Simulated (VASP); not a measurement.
Write the native input for VASP 6.6.1 that does the following.

* Task: single point
* Functional: PBE
* Potentials or basis: VASP PAW PBE potentials, release 64 (Cl, Na_pv)
* Cutoff: 500 eV
* k mesh: 8 × 8 × 8
* Occupations: gaussian, width 0.022 eV
* Spin: no spin polarisation
* Dipole correction: no
* Further INCAR settings: ALGO = Normal; EDIFF = 1e-06; NBANDS = 14

The structure of NaCl lies in POSCAR:

```
NaCl
1.0
    3.5021900000      0.0000000000      0.0000000000
    0.0000000000      3.5021900000      0.0000000000
    0.0000000000      0.0000000000      3.5021900000
Cl Na
1 1
Direct
    0.5000000000      0.5000000000      0.5000000000
    0.0000000000      0.0000000000      0.0000000000
```

The input as run:

INCAR

```
PREC = Accurate
ENCUT = 500
EDIFF = 1E-6
ISMEAR = 0
SIGMA = 0.022
LREAL = F
LASPH = T
NELM = 120
ALGO = Normal
ISIF = 2
LWAVE = F
LCHARG = F
GGA = PE
NBANDS = 14
GGA_COMPAT = F
```

KPOINTS

```
regular mesh
0
Gamma
  8 8 8
```

Potentials or basis: VASP PAW PBE potentials, release 64 (Cl, Na_pv).

Run with:

```bash
$ cat potpaw_PBE.64/Cl/POTCAR potpaw_PBE.64/Na_pv/POTCAR > POTCAR
$ mpirun -np 1 vasp_std > vasp.out
```

Results of the run:

* Pressure: 0.0 GPa
* Band gap on the k mesh: 3.98 eV, indirect (least direct gap 4.47 eV)

Wall time 18 s on 1 thread of Intel(R) Xeon(R) Platinum 8259CL CPU @ 2.50GHz (Skylake/Cascade Lake) (shared host), peak memory 0.15 GiB.
